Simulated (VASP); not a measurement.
A run of VASP 6.6.1 is set up as follows.

Contents of INCAR:

```
PREC = Accurate
ENCUT = 520
EDIFF = 1E-7
ISMEAR = -1
SIGMA = 0.1
LREAL = F
LASPH = T
NELM = 60
ALGO = Normal
ISIF = 2
LWAVE = F
LCHARG = F
GGA = PE
NBANDS = 11
```

File KPOINTS:

```
Automatic mesh
0
Gamma
  13 13 13
```

POSCAR

```
BeTe
1.0
    0.0000000000      2.3888279868      2.3888279868
    2.3888279868      0.0000000000      2.3888279868
    2.3888279868      2.3888279868      0.0000000000
Be Te
1 1
Direct
    0.0000000000      0.0000000000      0.0000000000
    0.2500000000      0.2500000000      0.2500000000
```

Potentials or basis: VASP PAW PBE potentials, release 64 (Be, Te).

Command:

```console
$ cat potpaw_PBE.64/Be/POTCAR potpaw_PBE.64/Te/POTCAR > POTCAR
$ mpirun -np 1 vasp_std > vasp.out
```

Task: What does it give for the pressure?

Result: 79.4 GPa.

Task: What does it give for the band gap on the k mesh?

Result: 0.33 eV, indirect (least direct gap 2.78 eV).

Caveat: spin-orbit coupling is left out, which moves the levels of the heavy elements. A k mesh can miss the band edges.
